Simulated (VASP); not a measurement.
# SrO: single point with PBE+U

SrO:

```xyz
2
Lattice="0.0000 2.5838 2.5838 2.5838 0.0000 2.5838 2.5838 2.5838 0.0000" Properties=species:S:1:pos:R:3 pbc="T T T"
Sr    2.5838    2.5838    2.5838
O     0.0000    0.0000    0.0000
```

| Quantity | Value |
| --- | --- |
| Program | VASP 6.6.1 |
| Task | single point |
| Functional | PBE |
| Potentials or basis | VASP PAW PBE potentials, release 64 (Sr_sv, O) |
| Cutoff | 600 eV |
| k mesh | 6 × 6 × 6 |
| Occupations | gaussian, width 0.1 eV |
| Spin | no spin polarisation |
| Hubbard terms | O p U = 1.4 eV |

```json
{"Pressure": "1.6 GPa", "Band gap on the k mesh": "3.30 eV (least direct gap 3.39 eV)"}
```

Levels at points of the mesh, in eV from the valence-band top:
```tsv
k point	band 4	band 5	band 6	band 7	band 8	band 9	band 10	band 11	band 12	band 13
(0.00, 0.00, 0.00)	-14.08	-14.08	0.00	0.00	0.00	3.91	6.20	6.20	6.20	8.33
(0.50, 0.00, 0.00)	-14.16	-12.86	-2.13	-1.10	-1.10	6.50	8.37	8.78	8.78	11.79
(0.50, 0.50, 0.00)	-14.43	-14.43	-0.45	-0.10	-0.10	3.30	7.72	10.10	10.27	10.99
```

Run time: 11 s on 1 thread of AMD EPYC 7R43 64-Core Processor (Zen 3) (shared host), peak memory 0.14 GiB.

A k mesh can miss the band edges.
